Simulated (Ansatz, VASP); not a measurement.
## One calculation of CsTl, two programs

```
Cs Tl
1.0
     4.66360    0.00000    0.00000
     0.00000    4.66360    0.00000
     0.00000    0.00000    4.66360
Cs Tl
1 1
Direct
  0.50000 0.50000 0.50000
  0.00000 0.00000 0.00000
```

Change from the starting cell: species swapped into the RbAu type (Pm-3m, No. 221).

Alike in both runs: functional PBE; k mesh 12 × 12 × 12; occupations gaussian, width 0.1 eV; no spin polarisation.

Ansatz relaxed the structure, and its values are those at the end. VASP's run is a single point on that final structure, the one shown.

```csv
,VASP,Ansatz
version,VASP 6.6.1,Ansatz 0.2.0
potentials or method,"VASP PAW PBE potentials, release 64 (Cs_sv, Tl_d), cutoff 520 eV","scalar-relativistic, plane waves, PAW"
valence electrons in the cell,22,22
```

```csv
,VASP,Ansatz,Ansatz less VASP
gap on the k mesh at the Fermi level (eV),none,none,-
pressure (GPa),0.0,0.0,+0.01
```

A gap of «none» marks a metal or a gap that the smearing closes.

Spin-orbit coupling is off throughout.
